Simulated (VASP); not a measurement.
**C11O: single point with PBE+D3(BJ)**

System: C11O, a slab with vacuum.

```
C O
1.0
     3.64732    0.00000    0.00000
    -1.66588    3.93102    0.00000
     0.00000    0.00000   23.58096
C O
11 1
Direct
  0.50018 0.33339 0.16963
  0.49982 0.66661 0.16963
  0.50018 0.83339 0.22189
  0.49982 0.16661 0.22189
  0.50002 0.33532 0.27414
  0.49998 0.66468 0.27414
  0.50013 0.83665 0.32662
  0.49987 0.16335 0.32662
  0.49976 0.35443 0.37450
  0.50024 0.64557 0.37450
  0.99976 0.85443 0.53776
  0.99976 0.85443 0.48899
```

* Program: VASP 6.6.1
* Task: single point
* Functional: PBE
* Dispersion: D3(BJ)
* Potentials or basis: VASP PAW PBE potentials, release 64 (C, O)
* Cutoff: 520 eV
* k mesh: 8 × 7 × 1
* Occupations: gaussian, width 0.05 eV
* Spin: no spin polarisation
* Dipole correction: yes
* Further INCAR settings: ALGO = Normal; EDIFF = 1e-06; NBANDS = 37

```json
{
 "Largest force": "6.772 eV/Å",
 "Band gap on the k mesh": "zero (bands 25 and 26 overlap by 0.73 eV)",
 "Dispersion energy per atom": "-0.108 eV"
}
```

Forces on the atoms (eV/Å):
```
C   -2.625  6.138  1.135
C    2.625 -6.138  1.135
C   -0.162  0.382 -1.175
C    0.163 -0.380 -1.175
C    0.008 -0.008  0.000
C   -0.004  0.003  0.002
C   -0.006  0.026  0.026
C   -0.004 -0.015  0.011
C    0.024 -0.056  0.026
C   -0.046  0.018 -0.025
C   -0.003 -0.003 -0.711
O    0.031  0.033  0.751
```

Levels at points of the mesh, in eV from the Fermi level:
| k point | band 22 | band 23 | band 24 | band 25 | band 26 | band 27 | band 28 | band 29 |
| --- | --- | --- | --- | --- | --- | --- | --- | --- |
| (0.00, 0.00, 0.00) | -1.46 | -1.38 | -1.33 | 0.62 | 0.68 | 1.27 | 1.75 | 2.23 |
| (0.50, 0.00, 0.00) | -1.76 | -1.07 | -0.76 | 0.08 | 1.12 | 1.29 | 1.93 | 2.07 |

Wall time 6.8 min on 1 thread of Intel(R) Xeon(R) 6975P-C (Granite Rapids), with other jobs on the host, peak memory 0.52 GiB.
